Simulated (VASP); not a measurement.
Input of a VASP 6.6.1 run:

The input INCAR:

```
PREC = Accurate
ENCUT = 520
EDIFF = 1E-6
ISMEAR = 0
SIGMA = 0.023
LREAL = F
LASPH = T
NELM = 80
ALGO = Normal
ISIF = 2
LWAVE = F
LCHARG = F
GGA = PE
NBANDS = 11
```

File KPOINTS:

```
Automatic mesh
0
Gamma
  10 10 10
```

File POSCAR:

```
BAs
1.0
    0.0000000000      2.3885000000      2.3885000000
    2.3885000000      0.0000000000      2.3885000000
    2.3885000000      2.3885000000      0.0000000000
As B
1 1
Direct
    0.7500000000      0.7500000000      0.7500000000
    0.0000000000      0.0000000000      0.0000000000
```

Potentials or basis: VASP PAW PBE potentials, release 64 (As, B).

The run is started by

```console
$ cat potpaw_PBE.64/As/POTCAR potpaw_PBE.64/B/POTCAR > POTCAR
$ mpirun -np 1 vasp_std > vasp.out
```

(1) What does it give for the band gap on the k mesh?

(2) Estimate the pressure.

Results:

(1) 1.18 eV, indirect (least direct gap 3.28 eV).

(2) 3.4 GPa.
